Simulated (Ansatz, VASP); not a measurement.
One calculation of Au, two programs

```xyz
1
Lattice="0.0000 2.0411 2.0411 2.0411 0.0000 2.0411 2.0411 2.0411 0.0000" Properties=species:S:1:pos:R:3 pbc="T T T"
Au    0.0000    0.0000    0.0000
```

Alike in both runs: task single point; functional PBEsol; k mesh 34 × 34 × 34; no spin polarisation.

```csv
,VASP,Ansatz
version,VASP 6.6.1,Ansatz 0.2.0
potentials or method,"VASP PAW PBE potentials, release 64 (Au)","plane-wave PAW, scalar-relativistic"
plane-wave cutoff (eV),520,420
occupations,"methfessel-paxton of order 1, width 0.1 eV","cold, width 0.1 eV"
valence electrons in the cell,11,19
```

VASP gave:

| Item | Value |
| --- | --- |
| pressure (GPa) | -0.3 |

Q: Which values does Ansatz return?

A: Pressure (GPa): 0.0.

VASP's potentials were made for PBE, not for PBEsol, and Ansatz warns of the same on its side. VASP's potentials hold 11 valence electrons a cell and Ansatz's 19, so a difference there can come from the potentials and not from the codes.

Neither program's run includes spin-orbit coupling.
